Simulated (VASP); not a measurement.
Input of a VASP 6.6.1 run:

File INCAR:

```
SYSTEM = SnO2
PREC = Accurate
ENCUT = 520
EDIFF = 1E-6
ISMEAR = -1
SIGMA = 0.112
LREAL = Auto
LASPH = .TRUE.
NELM = 60
ALGO = Normal
ISIF = 2
LWAVE = .FALSE.
LCHARG = .FALSE.
GGA = PE
NBANDS = 122
```

Contents of KPOINTS:

```
Automatic mesh
0
G
  2 2 2
  0 0 0
```

The input POSCAR:

```
SnO2
1.0
    0.0000000000      5.0669339408      5.0669339408
    5.0669339408      0.0000000000      5.0669339408
    5.0669339408      5.0669339408      0.0000000000
Sn O
8 16
Direct
   -0.0041888251      0.0134717565      0.0096124206
   -0.0058360737     -0.0128634004      0.5038107917
    0.0026178553      0.4882342120      0.0097310327
   -0.0040037033      0.5189865372      0.4866589004
    0.5051167096     -0.0025690092     -0.0022273825
    0.5128863984     -0.0265037006      0.5037814840
    0.4850247761      0.5369210516     -0.0028414620
    0.5203090332      0.4796783476      0.4862205683
    0.1696002968      0.1011371978      0.1577714471
    0.3722076352      0.3893434418      0.3469900181
    0.1182310658      0.1538245829      0.6102487295
    0.3624449265      0.4067754828      0.8842145077
    0.0750155823      0.6651487940      0.1286801856
    0.3800755097      0.8246327165      0.4113099804
    0.1463822123      0.5869766677      0.6142973318
    0.3516935529      0.8784675411      0.8854743426
    0.6376822824      0.1039796465      0.1072571710
    0.8662587773      0.3795358342      0.3631943936
    0.5862413117      0.1436837363      0.6220282397
    0.8528227426      0.3878743088      0.9132156752
    0.6071171513      0.6475785038      0.1208591837
    0.8550672953      0.9008738920      0.3747369755
    0.6623022994      0.6077560979      0.6388561678
    0.8683651793      0.8568718382      0.8598483917
```

Potentials or basis: VASP PAW PBE potentials, release 64 (Sn_d, O).

Command:

```bash
$ cat potpaw_PBE.64/Sn_d/POTCAR potpaw_PBE.64/O/POTCAR > POTCAR
$ mpirun -np 1 vasp_std > vasp.out
```

Task: Estimate the pressure.

Result: 16.5 GPa.

Task: What does it give for the band gap on the k mesh?

Result: 0.19 eV, indirect (least direct gap 0.25 eV).

Task: Estimate the largest force.

Result: 3.520 eV/Å.

Forces on the atoms (eV/Å):
```
Sn  -0.164 -2.241  0.351
Sn   0.765  2.252  0.831
Sn  -0.061 -0.702  1.689
Sn  -1.975  1.936  0.315
Sn  -0.099  0.488  1.102
Sn   1.121 -3.205 -0.926
Sn  -1.786  1.134 -2.220
Sn   2.195 -1.858 -0.742
O    0.189 -2.471 -0.691
O   -1.684 -0.194  0.170
O    0.006  0.522 -1.203
O   -0.339  0.010  0.304
O   -0.115  0.795 -0.541
O    2.300  1.047  1.401
O    1.088 -0.699 -0.640
O   -0.281 -1.070  1.155
O    0.537  0.441 -0.372
O   -0.465  0.699 -0.704
O    0.062  1.761 -0.923
O   -1.447  2.116 -1.040
O    0.282  0.349  0.136
O    0.213  1.133  1.547
O    0.774 -1.352 -0.493
O   -1.115 -0.890  1.494
```

Caveat: the k points lie up to 0.54 Å⁻¹ apart; spin-orbit coupling is left out, which moves the levels of the heavy elements; forces of over 1 eV/Å act on the atoms, so gaps and moduli don't describe the material at rest. A k mesh can miss the band edges.
